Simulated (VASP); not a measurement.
Crystal: AgBi.

```
CELL_PARAMETERS angstrom
0.00000 2.94516 2.94516
2.94516 0.00000 2.94516
2.94516 2.94516 0.00000
ATOMIC_POSITIONS crystal
Ag 0.00000 0.00000 0.00000
Bi 0.50000 0.50000 0.50000
```

| Property | Result |
| --- | --- |
| Program | VASP 6.6.1 |
| Task | relaxation of cell and atoms |
| Functional | PBE |
| Potentials or basis | VASP PAW PBE potentials, release 64 (Ag, Bi_d) |
| Cutoff | 600 eV |
| k mesh | 16 × 16 × 16 |
| Occupations | gaussian, width 0.1 eV |
| Spin | no spin polarisation |

At the start: pressure 2.2 GPa; volume 25.55 Å³/atom.

Question: Where does the relaxation end?

Answer: Over 3 steps the energy falls by 5.9 meV/atom and the volume is 26.44 Å³/atom (+3.5 %); space group Fm-3m (No. 225, to 0.1 Å) before and after.

The path:
```csv
step,energy change (eV),largest force (eV/Å),pressure (GPa),volume (Å³)
1,0.0000,0.0000,2.21,51.09
2,-0.0095,0.0000,-0.92,53.74
3,-0.0119,0.0000,0.03,52.89
```

Final structure:
```
Ag Bi
1.0
     0.00000    2.97927    2.97927
     2.97927    0.00000    2.97927
     2.97927    2.97927    0.00000
Ag Bi
1 1
Direct
  0.00000 0.00000 0.00000
  0.50000 0.50000 0.50000
```
